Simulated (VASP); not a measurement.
A run of VASP 6.6.1 is set up as follows.

POSCAR

```
Cd
1.0
    0.0000000000      2.2171100098      2.2171100098
    2.2171100098      0.0000000000      2.2171100098
    2.2171100098      2.2171100098      0.0000000000
Cd
1
Direct
    0.0000000000      0.0000000000      0.0000000000
```

INCAR.step1

```
  ALGO = Normal
  EDIFF = 1E-4
  ENCUT = 600
  GGA = PE
  ISMEAR = 1
  LASPH = True
  LCHARG = False
  LREAL = False
  LWAVE = True
  NELM = 60
  PREC = Accurate
  SIGMA = 0.1
```

INCAR.step2

```
  ALGO = Normal
  EDIFF = 1E-7
  EDIFFG = -0.01
  ENCUT = 600
  IBRION = 2
  ISIF = 3
  ISMEAR = 1
  ISTART = 1
  LASPH = True
  LCHARG = False
  LMIXTAU = True
  LREAL = False
  LWAVE = False
  METAGGA = R2SCAN
  NELM = 60
  NSW = 80
  PREC = Accurate
  SIGMA = 0.1
```

File KPOINTS:

```
k-points
0
Gamma
  9 9 9
```

Potentials or basis: VASP PAW PBE potentials, release 64 (Cd).

Command:

```sh
$ cat potpaw_PBE.64/Cd/POTCAR > POTCAR
$ cp INCAR.step1 INCAR
$ mpirun -np 1 vasp_std > vasp.out
$ cp INCAR.step2 INCAR
$ mpirun -np 1 vasp_std > vasp.out
```

Task: Estimate the space group after relaxing (to 0.05 Å).

Result: Fm-3m (No. 225).

Task: What does it give for the relaxed cell?

Result: a = 3.139 Å, b = 3.139 Å, c = 3.139 Å, α = 60.00°, β = 60.00°, γ = 60.00°.

Final structure:
```yaml
crystal:
  lattice:
    - [0.00000, 2.21979, 2.21979]
    - [2.21979, 0.00000, 2.21979]
    - [2.21979, 2.21979, 0.00000]
  atoms:
    - { symbol: Cd, position: [0.00000, 0.00000, 0.00000] }
```
